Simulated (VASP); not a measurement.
# Y (Pm-3m) in VASP: single point with PBE

Aim: the single point of Y with PBE.

Program: VASP 6.6.1. These are calculated values, not measurements. Logs are shortened: lines on timing, memory, paths and dates and some standing lists are left out, and cuts for length are marked.

**1. The cell of the first run**

The structure is cubic, space group Pm-3m (No. 221). The conventional cell has a = 3.271 Å, b = 3.271 Å, c = 3.271 Å, α = 90.00°, β = 90.00°, γ = 90.00°. Within 4.3 Å of Y (site symmetry m-3m) lie 6 Y at 3.27 Å.

**2. Single point, PBE**

INCAR reads:

```
SYSTEM = Y
PREC = Accurate
ENCUT = 520
EDIFF = 1E-6
ISMEAR = -1
SIGMA = 0.13605693000000002
LREAL = .False.
LASPH = .True.
NELM = 100
ALGO = Normal
ISIF = 2
LWAVE = .False.
LCHARG = .True.
GGA = PE
LELF = .True.
LVHAR = .True.
NBANDS = 12
```

KPOINTS reads:

```
regular mesh
0
Gamma
  10 10 10
  0 0 0
```

POSCAR reads:

```
Y
1.0
    3.2711597666      0.0000000000      0.0000000000
    0.0000000000      3.2711597666      0.0000000000
    0.0000000000      0.0000000000      3.2711597666
Y
1
Direct
    0.0000000000      0.0000000000      0.0000000000
```

Potentials or basis: VASP PAW PBE potentials, release 64 (Y_sv).

On the command line:

```console
$ cat potpaw_PBE.64/Y_sv/POTCAR > POTCAR
$ mpirun -np 1 vasp_std > vasp.out
```

OUTCAR:

```text
SYSTEM = Y
   PREC = Accurate
   ENCUT = 520
   EDIFF = 1E-6
   ISMEAR = -1
   LREAL = .False.
   LASPH = .True.
   NELM = 100
   ISIF = 2
   GGA = PE

 ion  position               nearest neighbor table
   1  0.000  0.000  0.000-

  LATTYP: Found a simple cubic cell.
 ALAT       =     3.2711597666

  Lattice vectors:

 A1 = (   3.2711597666,   0.0000000000,   0.0000000000)
 A2 = (   0.0000000000,   3.2711597666,   0.0000000000)
 A3 = (   0.0000000000,   0.0000000000,   3.2711597666)

Analysis of symmetry for initial positions (statically):
=====================================================================
 Subroutine PRICEL returns:
 Original cell was already a primitive cell.

 Routine SETGRP: Setting up the symmetry group for a
 simple cubic supercell.

 Subroutine GETGRP returns: Found 48 space group operations
 (whereof 48 operations were pure point group operations)
 out of a pool of 48 trial point group operations.

The static configuration has the point symmetry O_h .

Analysis of symmetry for dynamics (positions and initial velocities):
=====================================================================
 Subroutine PRICEL returns:
 Original cell was already a primitive cell.

 Routine SETGRP: Setting up the symmetry group for a
 simple cubic supercell.

 Subroutine GETGRP returns: Found 48 space group operations
 (whereof 48 operations were pure point group operations)
 out of a pool of 48 trial point group operations.

The dynamic configuration has the point symmetry O_h .

 Subroutine INISYM returns: Found 48 space group operations
 (whereof 48 operations are pure point group operations),
 and found     1 'primitive' translations

----------------------------------------------------------------------------------------

                                     Primitive cell

  volume of cell :      35.0030

  direct lattice vectors                    reciprocal lattice vectors
     3.271159767  0.000000000  0.000000000     0.305701975  0.000000000  0.000000000
     0.000000000  3.271159767  0.000000000     0.000000000  0.305701975  0.000000000
     0.000000000  0.000000000  3.271159767     0.000000000  0.000000000  0.305701975

  length of vectors
     3.271159767  3.271159767  3.271159767     0.305701975  0.305701975  0.305701975

  position of ions in fractional coordinates (direct lattice)
     0.000000000  0.000000000  0.000000000

  ion indices of the primitive-cell ions
   primitive index   ion index
                 1           1

----------------------------------------------------------------------------------------

 KPOINTS: regular mesh

Automatic generation of k-mesh.
 Grid dimensions read from file:
 generate k-points for:   10   10   10

 Generating k-lattice:

  Cartesian coordinates                     Fractional coordinates (reciprocal lattice)
     0.030570197  0.000000000  0.000000000     0.100000000  0.000000000  0.000000000
     0.000000000  0.030570197  0.000000000     0.000000000  0.100000000  0.000000000
     0.000000000  0.000000000  0.030570197     0.000000000  0.000000000  0.100000000

  Length of vectors
     0.030570197  0.030570197  0.030570197

  Shift w.r.t. Gamma in fractional coordinates (k-lattice)
     0.000000000  0.000000000  0.000000000

 Subroutine IBZKPT returns following result:
 ===========================================

 Found     56 irreducible k-points:

 Following reciprocal coordinates:
            Coordinates               Weight
  0.000000  0.000000  0.000000      1.000000
  0.100000  0.000000  0.000000      6.000000
  0.200000  0.000000  0.000000      6.000000
  0.300000  0.000000  0.000000      6.000000
  0.400000  0.000000  0.000000      6.000000
  0.500000  0.000000  0.000000      3.000000
[... 16 lines left out ...]
  0.200000  0.100000  0.100000     24.000000
  0.300000  0.100000  0.100000     24.000000
 [... further k-points ...]
   k-points           NKPTS =     56   k-points in BZ     NKDIM =     56   number of bands    NBANDS=     12
   number of dos      NEDOS =    301   number of ions     NIONS =      1
   total plane-waves  NPLWV =  13824
   dimension x,y,z NGX =    24 NGY =   24 NGZ =   24
   dimension x,y,z NGXF=    48 NGYF=   48 NGZF=   48
   ions per type =               1
   NGX,Y,Z   is equivalent  to a cutoff of  12.20, 12.20, 12.20 a.u.
   NGXF,Y,Z  is equivalent  to a cutoff of  24.39, 24.39, 24.39 a.u.
 SYSTEM =  Y
   PREC   = accura    normal or accurate (medium, high low for compatibility)
   ISTART =      0    job   : 0-new  1-cont  2-samecut
   ICHARG =      2    charge: 1-file 2-atom 10-const
   ISPIN  =      1    spin polarized calculation?
   LNONCOLLINEAR =      F non collinear calculations
   LSORBIT =      F    spin-orbit coupling
   LASPH  =      T    aspherical Exc in radial PAW
   ENCUT  =  520.0 eV  38.22 Ry    6.18 a.u.   6.08  6.08  6.08*2*pi/ulx,y,z
   NELM   =    100;   NELMIN=  2; NELMDL= -5     # of ELM steps
   EDIFF  = 0.1E-05   stopping-criterion for ELM
   LREAL  =      F    real-space projection
   EDIFFG = 0.1E-04   stopping-criterion for IOM
   NSW    =      0    number of steps for IOM
   IBRION =     -1    ionic relax: 0-MD 1-quasi-New 2-CG
   NFREE  =      0    steps in history (QN), initial steepest desc. (CG)
   ISIF   =      2    stress and relaxation
   ISYM   =      2    0-nonsym 1-usesym 2-fastsym
   POTIM  = 0.5000    time-step for ionic-motion
   TEBEG  =    0.0;   TEEND  =   0.0 temperature during run
   PSTRESS=    0.0 pullay stress
   NELECT =      11.0000    total number of electrons
   NUPDOWN=      -1.0000    fix difference up-down
   EMIN   =  10.00;   EMAX   =-10.00  energy-range for DOS
   EFERMI =   0.00;   METHOD = LEGACY
   ISMEAR =    -1;   SIGMA  =   0.14  broadening in eV -4-tet -1-fermi 0-gaus
   EFERMI_NEDOS =   21; number of points for ismear=-14 and -15
   IALGO  =     38    algorithm
   IMIX   =      4    mixing-type and parameters
     AMIX     =   0.40;   BMIX     =  1.00
     AMIX_MAG =   1.60;   BMIX_MAG =  1.00
  volume/ion in A,a.u.               =      35.00       236.21
  Fermi-wavevector in a.u.,A,eV,Ry     =   1.113023  2.103308 16.855159  1.238819
  Thomas-Fermi vector in A             =   2.249603
   LORBIT       =      0    0 simple, 1 ext, 2 COOP (PROOUT), +10 PAW based schemes
   GGA     = PE    functional components
   LHFCALC =     F    Hartree Fock is set to
   AEXX    =    0.0000 exact exchange contribution
   IVDW    =     0    specifies the selected vdW correction
   LEPSILON=     F    determine dielectric tensor
   LRPA    =     F    only Hartree local field effects (RPA)
 non-spin polarized calculation
  energy-cutoff  :      520.00
  volume of cell :       35.00
 maximum number of plane-waves:       968
   NGX = 13   NGY = 13   NGZ = 13

 number of electron      10.9999998 magnetization

 Free energy of the ion-electron system (eV)
  ---------------------------------------------------
  ext. energy  EPLUGINS =         0.00000000
  ---------------------------------------------------
  free energy    TOTEN  =        -5.70987953 eV

  energy without entropy =       -5.56829664  energy(sigma->0) =       -5.63908809

 E-fermi :   2.6853     XC(G=0):  -9.1301

 val. band max:        2.6721298142   @ k =   0.5000   0.0000   0.0000
 cond. band min:       2.7168296659   @ k =   0.4000   0.0000   0.0000
 fundamental gap:      0.0446998517
 Fermi energy:         2.6853463566

 k-point     1 :       0.0000    0.0000    0.0000
  band No.  band energies     occupation
      1     -40.3171      2.00000
      2     -19.9686      2.00000
      3     -19.9686      2.00000
      4     -19.9686      2.00000
      5      -1.7732      2.00000
      6       2.0964      1.97398
      7       2.0964      1.97398
      8       7.8522      0.00000
      9       7.8522      0.00000
     10       7.8522      0.00000
     11      12.7539      0.00000
     12      12.7539      0.00000

 k-point     2 :       0.1000    0.0000    0.0000
  band No.  band energies     occupation
      1     -40.3110      2.00000
      2     -20.0380      2.00000
      3     -19.9627      2.00000
      4     -19.9627      2.00000
      5      -1.5809      2.00000
      6       2.1547      1.96033
      7       2.2601      1.91587
      8       7.4960      0.00000
      9       7.4960      0.00000
     10       7.8753      0.00000
     11      11.8672      0.00000
     12      13.2131      0.00000

 k-point     3 :       0.2000    0.0000    0.0000
  band No.  band energies     occupation
      1     -40.2947      2.00000
      2     -20.2154      2.00000
      3     -19.9474      2.00000
      4     -19.9474      2.00000
      5      -1.0536      2.00000
      6       2.3144      1.87715
      7       2.6692      1.05910
      8       6.7607      0.00000
      9       6.7607      0.00000
     10       7.9368      0.00000
     11      10.4890      0.00000
     12      14.2334      0.00000
[... 286 lines left out ...]
 k-point    23 :       0.2000    0.1000    0.1000
  band No.  band energies     occupation
      1     -40.2825      2.00000
      2     -20.2017      2.00000
      3     -20.0127      2.00000
      4     -20.0058      2.00000
      5      -0.6847      2.00000
      6       2.5939      1.32408
      7       2.8543      0.44832
      8       6.3033      0.00000
      9       6.4326      0.00000
     10       7.2753      0.00000
     11      11.3294      0.00000
     12      13.4029      0.00000

 k-point    24 :       0.3000    0.1000    0.1000
  band No.  band energies     occupation
      1     -40.2625      2.00000
      2     -20.4113      2.00000
      3     -19.9926      2.00000
      4     -19.9860      2.00000
      5       0.0406      2.00000
      6       2.8156      0.55483
      7       3.1224      0.07741
      8       5.6632      0.00000
      9       5.8856      0.00000
     10       7.3817      0.00000
     11      10.3223      0.00000
     12      14.1789      0.00000

 [... further k-points ...]

------------------------ aborting loop because EDIFF is reached ----------------------------------------

  FORCE on cell =-STRESS in cart. coord.  units (eV):
  Direction    XX          YY          ZZ          XY          YZ          ZX
  --------------------------------------------------------------------------------------
  -------------------------------------------------------------------------------------
  Total        0.0114332      0.0114332      0.0114332      0.0000000     -0.0000000      0.0000000
  in kB        0.5233288      0.5233288      0.5233288      0.0000000     -0.0000000      0.0000000
  external PRESSURE =       0.5233288 kB  Pullay stress =       0.0000000 kB

 VOLUME and BASIS-vectors are now :
 -----------------------------------------------------------------------------
  energy-cutoff  :      520.00
  volume of cell :       35.00
      direct lattice vectors                 reciprocal lattice vectors
     3.271159767  0.000000000  0.000000000     0.305701975  0.000000000  0.000000000
     0.000000000  3.271159767  0.000000000     0.000000000  0.305701975  0.000000000
     0.000000000  0.000000000  3.271159767     0.000000000  0.000000000  0.305701975

 POSITION                                       TOTAL-FORCE (eV/Angst)
 -----------------------------------------------------------------------------------
      0.00000      0.00000      0.00000         0.000000      0.000000      0.000000
 -----------------------------------------------------------------------------------
    total drift:                                0.000000      0.000000      0.000000

  FREE ENERGIE OF THE ION-ELECTRON SYSTEM (eV)
  ---------------------------------------------------
  free  energy   TOTEN  =        -5.7098795308 eV

  energy  without entropy=       -5.5682966417  energy(sigma->0) =       -5.63908809
```

Run time: 11 s. Hardware: 1 thread of Intel Xeon Platinum 8259CL at 2.50GHz (Skylake/Cascade Lake), shared host; peak memory 0.16 GiB.

What came out:

```
Free energy : -5.7099 eV
Pressure    : 0.1 GPa
```
